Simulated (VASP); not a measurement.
# GaAs in VASP: a series of runs

The runs below take GaAs through single point, with PBE.

Program: VASP 6.6.1. These are calculated values, not measurements. Logs are shortened: lines on timing, memory, paths and dates and some standing lists are left out, and cuts for length are marked.

### 1 The cell of the first run

The cell holds a slab with vacuum, 4 atoms: a = 4.063 Å, b = 4.063 Å, c = 19.672 Å, α = 90.00°, β = 90.00°, γ = 120.00°.

### 2 Single point, PBE

File INCAR:

```
PREC = Accurate
ENCUT = 520
EDIFF = 1E-7
ISMEAR = 0
SIGMA = 0.05
LREAL = False
LASPH = True
NELM = 60
ALGO = Normal
ISIF = 2
LWAVE = False
LCHARG = True
LDIPOL = True
IDIPOL = 3
DIPOL = 0.5 0.5 0.312
GGA = PE
LELF = True
LVHAR = True
LVACPOTAV = True
NBANDS = 26
```

File KPOINTS:

```
regular mesh
0
Gamma
  9 9 1
```

File POSCAR:

```
GaAs
1.0
    4.0629609260      0.0000000000      0.0000000000
   -2.0314804630      3.5186273765      0.0000000000
    0.0000000000      0.0000000000     19.6715433291
As Ga
2 2
Direct
    0.0000000000      0.0000000000      0.2033394093
    0.3333333333      0.6666666667      0.3841855389
    0.3333333333      0.6666666667      0.2454992140
    0.6666666667      0.3333333333      0.4153991983
```

Potentials or basis: VASP PAW PBE potentials, release 64 (As, Ga_d).

Started as:

```sh
cat potpaw_PBE.64/As/POTCAR potpaw_PBE.64/Ga_d/POTCAR > POTCAR
mpirun -np 1 vasp_std > vasp.out
```

OUTCAR:

```text
PREC = Accurate
   ENCUT = 520
   EDIFF = 1E-7
   ISMEAR = 0
   LREAL = False
   LASPH = True
   NELM = 60
   ISIF = 2
   GGA = PE

 ion  position               nearest neighbor table
   1  0.000  0.000  0.203-   3 2.49   3 2.49   3 2.49
   2  0.333  0.667  0.384-   4 2.42   4 2.42   4 2.42   3 2.73
   3  0.333  0.667  0.245-   1 2.49   1 2.49   1 2.49   2 2.73
   4  0.667  0.333  0.415-   2 2.42   2 2.42   2 2.42

  LATTYP: Found a hexagonal cell.
 ALAT       =     4.0629609260
 C/A-ratio  =     4.8416767199

  Lattice vectors:

 A1 = (   4.0629609260,   0.0000000000,   0.0000000000)
 A2 = (  -2.0314804630,   3.5186273765,   0.0000000000)
 A3 = (   0.0000000000,   0.0000000000,  19.6715433291)

Analysis of symmetry for initial positions (statically):
=====================================================================
 Subroutine PRICEL returns:
 Original cell was already a primitive cell.

 Routine SETGRP: Setting up the symmetry group for a
 hexagonal supercell.

 Subroutine GETGRP returns: Found  6 space group operations
 (whereof  6 operations were pure point group operations)
 out of a pool of 24 trial point group operations.

The static configuration has the point symmetry C_3v.

Analysis of symmetry for dynamics (positions and initial velocities):
=====================================================================
 Subroutine PRICEL returns:
 Original cell was already a primitive cell.

 Routine SETGRP: Setting up the symmetry group for a
 hexagonal supercell.

 Subroutine GETGRP returns: Found  6 space group operations
 (whereof  6 operations were pure point group operations)
 out of a pool of 24 trial point group operations.

The dynamic configuration has the point symmetry C_3v.

 Subroutine INISYM returns: Found  6 space group operations
 (whereof  6 operations are pure point group operations),
 and found     1 'primitive' translations

----------------------------------------------------------------------------------------

                                     Primitive cell

  volume of cell :     281.2253

  direct lattice vectors                    reciprocal lattice vectors
     4.062960926  0.000000000  0.000000000     0.246125921  0.142100867  0.000000000
    -2.031480463  3.518627377  0.000000000     0.000000000  0.284201734  0.000000000
     0.000000000  0.000000000 19.671543329     0.000000000  0.000000000  0.050834852

  length of vectors
     4.062960926  4.062960926 19.671543329     0.284201734  0.284201734  0.050834852

  position of ions in fractional coordinates (direct lattice)
     0.000000000  0.000000000  0.203339409
     0.333333333  0.666666667  0.384185539
     0.333333333  0.666666667  0.245499214
     0.666666667  0.333333333  0.415399198

  ion indices of the primitive-cell ions
   primitive index   ion index
                 1           1
                 2           2
                 3           3
                 4           4

----------------------------------------------------------------------------------------

 KPOINTS: regular mesh

Automatic generation of k-mesh.
 Grid dimensions read from file:
 generate k-points for:    9    9    1

 Generating k-lattice:

  Cartesian coordinates                     Fractional coordinates (reciprocal lattice)
     0.027347325  0.015788985  0.000000000     0.111111111  0.000000000  0.000000000
     0.000000000  0.031577970  0.000000000     0.000000000  0.111111111  0.000000000
     0.000000000  0.000000000  0.050834852     0.000000000  0.000000000  1.000000000

  Length of vectors
     0.031577970  0.031577970  0.050834852

  Shift w.r.t. Gamma in fractional coordinates (k-lattice)
     0.000000000  0.000000000  0.000000000

 Subroutine IBZKPT returns following result:
 ===========================================

 Found     12 irreducible k-points:

 Following reciprocal coordinates:
            Coordinates               Weight
  0.000000  0.000000  0.000000      1.000000
  0.111111  0.000000  0.000000      6.000000
  0.222222  0.000000  0.000000      6.000000
  0.333333  0.000000  0.000000      6.000000
  0.444444  0.000000  0.000000      6.000000
  0.111111  0.111111  0.000000      6.000000
  0.222222  0.111111  0.000000     12.000000
  0.333333  0.111111  0.000000     12.000000
  0.444444  0.111111  0.000000      6.000000
  0.222222  0.222222  0.000000      6.000000
  0.333333  0.222222  0.000000     12.000000
  0.333333  0.333333  0.000000      2.000000
   k-points           NKPTS =     12   k-points in BZ     NKDIM =     12   number of bands    NBANDS=     26
   number of dos      NEDOS =    301   number of ions     NIONS =      4
   total plane-waves  NPLWV = 135000
   dimension x,y,z NGX =    30 NGY =   30 NGZ =  150
   dimension x,y,z NGXF=    60 NGYF=   60 NGZF=  300
   ions per type =               2   2
   NGX,Y,Z   is equivalent  to a cutoff of  12.28, 12.28, 12.68 a.u.
   NGXF,Y,Z  is equivalent  to a cutoff of  24.55, 24.55, 25.35 a.u.
 SYSTEM =  unknown system
   PREC   = accura    normal or accurate (medium, high low for compatibility)
   ISTART =      0    job   : 0-new  1-cont  2-samecut
   ICHARG =      2    charge: 1-file 2-atom 10-const
   ISPIN  =      1    spin polarized calculation?
   LNONCOLLINEAR =      F non collinear calculations
   LSORBIT =      F    spin-orbit coupling
   LASPH  =      T    aspherical Exc in radial PAW
   ENCUT  =  520.0 eV  38.22 Ry    6.18 a.u.   7.55  7.55 36.58*2*pi/ulx,y,z
   NELM   =     60;   NELMIN=  2; NELMDL= -5     # of ELM steps
   EDIFF  = 0.1E-06   stopping-criterion for ELM
   LREAL  =      F    real-space projection
   EDIFFG = 0.1E-05   stopping-criterion for IOM
   NSW    =      0    number of steps for IOM
   IBRION =     -1    ionic relax: 0-MD 1-quasi-New 2-CG
   NFREE  =      0    steps in history (QN), initial steepest desc. (CG)
   ISIF   =      2    stress and relaxation
   ISYM   =      2    0-nonsym 1-usesym 2-fastsym
   POTIM  = 0.5000    time-step for ionic-motion
   TEBEG  =    0.0;   TEEND  =   0.0 temperature during run
   PSTRESS=    0.0 pullay stress
   NELECT =      36.0000    total number of electrons
   NUPDOWN=      -1.0000    fix difference up-down
   EMIN   =  10.00;   EMAX   =-10.00  energy-range for DOS
   EFERMI =   0.00;   METHOD = LEGACY
   ISMEAR =     0;   SIGMA  =   0.05  broadening in eV -4-tet -1-fermi 0-gaus
   EFERMI_NEDOS =   21; number of points for ismear=-14 and -15
   IALGO  =     38    algorithm
   IMIX   =      4    mixing-type and parameters
     AMIX     =   0.40;   BMIX     =  1.00
     AMIX_MAG =   1.60;   BMIX_MAG =  1.00
  volume/ion in A,a.u.               =      70.31       474.45
  Fermi-wavevector in a.u.,A,eV,Ry     =   0.825070  1.559157  9.262040  0.680741
  Thomas-Fermi vector in A             =   1.936865
   LORBIT       =      0    0 simple, 1 ext, 2 COOP (PROOUT), +10 PAW based schemes
   GGA     = PE    functional components
   LHFCALC =     F    Hartree Fock is set to
   AEXX    =    0.0000 exact exchange contribution
   IVDW    =     0    specifies the selected vdW correction
   LEPSILON=     F    determine dielectric tensor
   LRPA    =     F    only Hartree local field effects (RPA)
 non-spin polarized calculation
 Gauss-broadening in eV      SIGMA  =   0.05
  energy-cutoff  :      520.00
  volume of cell :      281.23
 maximum number of plane-waves:      7629
 NGX is ok and might be reduce to    30
   NGX = 15   NGY = 15   NGZ = 73

 number of electron      35.9999999 magnetization

 dipolmoment           0.000000      0.000000     -0.163962 electrons x Angstroem

 Free energy of the ion-electron system (eV)
  ---------------------------------------------------
  ext. energy  EPLUGINS =         0.00000000
  ---------------------------------------------------
  free energy    TOTEN  =       -15.13937595 eV

  energy without entropy =      -15.13867940  energy(sigma->0) =      -15.13902768

 E-fermi :  -1.5780     XC(G=0):  -3.8734

 val. band max:       -1.5780419229   @ k =   0.0000   0.0000   0.0000
 cond. band min:      -1.5780401688   @ k =   0.0000   0.0000   0.0000
 fundamental gap:      0.0000017541
 Fermi energy:        -1.5780412528

 k-point     1 :       0.0000    0.0000    0.0000
  band No.  band energies     occupation
      1     -17.4840      2.00000
      2     -17.3951      2.00000
      3     -17.3951      2.00000
      4     -17.3355      2.00000
      5     -17.3355      2.00000
      6     -16.1101      2.00000
[... 18 lines left out ...]
     25       3.0538      0.00000
     26       3.1696      0.00000

 k-point     2 :       0.1111    0.0000    0.0000
  band No.  band energies     occupation
      1     -17.4809      2.00000
      2     -17.3987      2.00000
      3     -17.3943      2.00000
      4     -17.3372      2.00000
      5     -17.3325      2.00000
      6     -16.1073      2.00000
[... 18 lines left out ...]
     25       2.8775      0.00000
     26       3.2323      0.00000

 k-point     3 :       0.2222    0.0000    0.0000
  band No.  band energies     occupation
      1     -17.4747      2.00000
      2     -17.4066      2.00000
      3     -17.3929      2.00000
      4     -17.3414      2.00000
      5     -17.3243      2.00000
      6     -16.1008      2.00000
[... 18 lines left out ...]
     25       3.2320      0.00000
     26       3.6392      0.00000

 k-point     4 :       0.3333    0.0000    0.0000
  band No.  band energies     occupation
      1     -17.4711      2.00000
      2     -17.4126      2.00000
      3     -17.3920      2.00000
      4     -17.3459      2.00000
      5     -17.3143      2.00000
      6     -16.0951      2.00000
[... 18 lines left out ...]
     25       3.9747      0.00000
     26       4.2743      0.00000
[... 148 lines left out ...]
      1     -17.4666      2.00000
      2     -17.4152      2.00000
      3     -17.3935      2.00000
      4     -17.3458      2.00000
      5     -17.3132      2.00000
      6     -16.0906      2.00000
[... 18 lines left out ...]
     25       3.6465      0.00000
     26       4.0318      0.00000

 k-point    11 :       0.3333    0.2222    0.0000
  band No.  band energies     occupation
      1     -17.4644      2.00000
      2     -17.4165      2.00000
      3     -17.3944      2.00000
      4     -17.3469      2.00000
      5     -17.3102      2.00000
      6     -16.0870      2.00000
[... 18 lines left out ...]
     25       4.0181      0.00000
     26       4.4902      0.00000

 k-point    12 :       0.3333    0.3333    0.0000
  band No.  band energies     occupation
      1     -17.4620      2.00000
      2     -17.4174      2.00000
      3     -17.3952      2.00000
      4     -17.3466      2.00000
      5     -17.3106      2.00000
      6     -16.0839      2.00000
[... 18 lines left out ...]
     25       4.6537      0.00000
     26       4.8187      0.00000

------------------------ aborting loop because EDIFF is reached ----------------------------------------

  FORCE on cell =-STRESS in cart. coord.  units (eV):
  Direction    XX          YY          ZZ          XY          YZ          ZX
  --------------------------------------------------------------------------------------
  -------------------------------------------------------------------------------------
  Total       -0.1747198     -0.1747198     -0.3982805      0.0000000      0.0000000      0.0000000
  in kB       -0.9954019     -0.9954019     -2.2690562      0.0000000      0.0000000      0.0000000
  external PRESSURE =      -1.4199533 kB  Pullay stress =       0.0000000 kB

 VOLUME and BASIS-vectors are now :
 -----------------------------------------------------------------------------
  energy-cutoff  :      520.00
  volume of cell :      281.23
      direct lattice vectors                 reciprocal lattice vectors
     4.062960926  0.000000000  0.000000000     0.246125921  0.142100867  0.000000000
    -2.031480463  3.518627377  0.000000000     0.000000000  0.284201734  0.000000000
     0.000000000  0.000000000 19.671543329     0.000000000  0.000000000  0.050834852

 POSITION                                       TOTAL-FORCE (eV/Angst)
 -----------------------------------------------------------------------------------
      0.00000      0.00000      4.00000         0.000000      0.000000      0.493718
     -0.00000      2.34575      7.55752         0.000000     -0.000000     -0.032963
     -0.00000      2.34575      4.82935         0.000000     -0.000000     -0.489209
      2.03148      1.17288      8.17154        -0.000000     -0.000000      0.028454
 -----------------------------------------------------------------------------------
    total drift:                               -0.000003      0.000001     -0.002019

  FREE ENERGIE OF THE ION-ELECTRON SYSTEM (eV)
  ---------------------------------------------------
  free  energy   TOTEN  =       -15.1393759544 eV

  energy  without entropy=      -15.1386794042  energy(sigma->0) =      -15.13902768

 vacuum level on the upper side and lower side of the slab         1.710         3.786
```

Wall time 5.3 min (1 thread of Intel Xeon 8259CL, shared host); peak memory 0.37 GiB.

Results:

```
Free energy            : -15.1394 eV
Largest force          : 0.494 eV/Å
Band gap on the k mesh : zero (filled and empty bands touch)
```

Forces on the atoms (eV/Å):
```
As   0.000  0.000  0.494
As   0.000  0.000 -0.033
Ga   0.000  0.000 -0.489
Ga   0.000  0.000  0.028
```

Levels at points of the mesh, in eV from the Fermi level:
| k point | band 16 | band 17 | band 18 | band 19 | band 20 | band 21 |
| --- | --- | --- | --- | --- | --- | --- |
| (0.00, 0.00, 0.00) | -1.76 | -0.19 | 0.00 | 0.00 | 1.04 | 1.89 |

### 3 Single point, PBE

File INCAR:

```
ALGO = Normal
DIPOL = 0.5 0.5 0.312
EDIFF = 1E-6
ENCUT = 520
GGA = PE
IDIPOL = 3
ISIF = 2
ISMEAR = 0
ISYM = 0
LASPH = T
LCHARG = F
LDIPOL = T
LREAL = F
LWAVE = F
NBANDS = 26
NELM = 80
PREC = Accurate
SIGMA = 0.05
```

File KPOINTS:

```
k-points
0
Gamma
  9 9 1
```

POSCAR is that of step 2.

Potentials or basis: VASP PAW PBE potentials, release 64 (As, Ga_d).

Started as:

```sh
cat potpaw_PBE.64/As/POTCAR potpaw_PBE.64/Ga_d/POTCAR > POTCAR
mpirun -np 1 vasp_std > vasp.out
```

It took 15 min on 1 thread of Intel Xeon 8259CL, shared host; peak memory 0.53 GiB.

Results (log left out):

```
Free energy            : -15.1394 eV
Largest force          : 0.494 eV/Å
Band gap on the k mesh : zero (filled and empty bands touch)
```

Forces on the atoms (eV/Å):
```
As   0.000  0.000  0.494
As   0.000  0.000 -0.033
Ga   0.000  0.000 -0.489
Ga   0.000  0.000  0.028
```

Levels at points of the mesh, in eV from the Fermi level:
```tsv
k point	band 14	band 15	band 16	band 17	band 18	band 19	band 20	band 21	band 22	band 23
(0.00, 0.00, 0.00)	-2.33	-1.76	-1.76	-0.19	0.00	0.00	1.04	1.89	3.41	3.41
```
